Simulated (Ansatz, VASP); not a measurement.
# B6I in VASP and in Ansatz

```
CELL_PARAMETERS angstrom
5.54261 0.00000 0.00000
-2.77131 4.80004 0.00000
0.00000 0.00000 4.56440
ATOMIC_POSITIONS crystal
B 0.33333 0.66667 0.50000
B 0.66667 0.33333 0.50000
B 0.50000 0.00000 0.50000
B 0.00000 0.50000 0.50000
B 0.50000 0.50000 0.50000
B 0.00000 0.00000 0.50000
I 0.00000 0.00000 0.00000
```

Alike in both runs: functional PBE; k mesh 12 × 12 × 8; occupations gaussian, width 0.1 eV; no spin polarisation.

Ansatz relaxed the structure, and its values are those at the end. VASP's run is a single point on that final structure, the one shown.

```csv
,VASP,Ansatz
version,VASP 6.6.1,Ansatz 0.2.0
potentials or method,"VASP PAW PBE potentials, release 64 (B, I), cutoff 520 eV","scalar-relativistic, plane waves, PAW"
valence electrons in the cell,25,35
```

```tsv
	VASP	Ansatz	Ansatz less VASP
gap on the k mesh at the Fermi level (eV)	none	none	-
pressure (GPa)	-0.1	0.0	+0.03
```

A gap of «none» marks a metal or a gap that the smearing closes. VASP's potentials hold 25 valence electrons a cell and Ansatz's 35, so a difference there can come from the potentials and not from the codes.

Neither program's run includes spin-orbit coupling.
